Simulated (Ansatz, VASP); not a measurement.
**AlSn: VASP beside Ansatz**

File INCAR:

```
ALGO = Normal
EDIFF = 1E-7
ENCUT = 520
GGA = PE
GGA_COMPAT = F
ISIF = 2
ISMEAR = -1
LASPH = T
LCHARG = F
LORBIT = 11
LORBMOM = T
LREAL = F
LSORBIT = T
LWAVE = F
MAGMOM = 0 0 0 0 0 0
NBANDS = 29
NELM = 150
PREC = Accurate
SIGMA = 0.05
```

The input KPOINTS:

```
k-points
0
Gamma
  5 5 6
```

The input POSCAR:

```
AlSn
1.0
    4.1981056157      0.0000000000      0.0000000000
   -2.0990528078      3.6356661109      0.0000000000
    0.0000000000      0.0000000000      3.3068470000
Sn Al
1 1
Direct
    0.3333333333      0.6666666667      0.5000000000
    0.0000000000      0.0000000000      0.0000000000
```

File input.yaml:

```yaml
crystal:
  lattice:
    - [4.1981056157, 0.0, 0.0]
    - [-2.0990528078, 3.6356661109, 0.0]
    - [0.0, 0.0, 3.306847]
  atoms:
    - { symbol: Sn, position: [0.3333333333, 0.6666666667, 0.5] }
    - { symbol: Al, position: [0.0, 0.0, 0.0] }
hamiltonian:
  xc: pbe
  pseudopotentials: { kind: paw_fr }
magnetization:
  noncollinear: true
  spin_orbit: true
kpoints:
  mp_grid: { grid: [5, 5, 6] }
  band_path:
    path:
      - [[0.0, 0.0, 0.0], [0.5, 0.0, 0.0], [0.3333333333, 0.3333333333, 0.0], [0.0, 0.0, 0.0], [0.0, 0.0, 0.5], [0.5, 0.0, 0.5], [0.3333333333, 0.3333333333, 0.5], [0.0, 0.0, 0.5]]
      - [[0.5, 0.0, 0.5], [0.5, 0.0, 0.0]]
      - [[0.3333333333, 0.3333333333, 0.0], [0.3333333333, 0.3333333333, 0.5]]
    npoints: 14
scf:
  occupations: { method: fermi_dirac, width: 0.05 }
  n_extra_bands: 6
output:
  forces: true
  stress: true
  eigenvalues: true
  fatbands: false
```

Alike in both runs: functional PBE; k mesh 5 × 5 × 6; occupations fermi-dirac, width 0.05 eV; non-collinear spin, spin-orbit coupling.

|  | VASP | Ansatz |
| --- | --- | --- |
| version | VASP 6.6.1 | Ansatz 0.2.0 |
| potentials or method | VASP PAW PBE potentials, release 64 (Sn_d, Al) | Ansatz PAW |
| plane-wave cutoff (eV) | 520 | 420 |
| valence electrons in the cell | 17 | 17 |
| task | single point | band structure |

|  | VASP | Ansatz | Ansatz less VASP |
| --- | --- | --- | --- |
| pressure (GPa) | 0.0 | 0.0 | +0.02 |
| traceless stress, the component that is largest in VASP (GPa) | -0.69 | -0.72 | -0.025 |

The functional is the same, so the differences come from potentials, cutoffs and numerics.
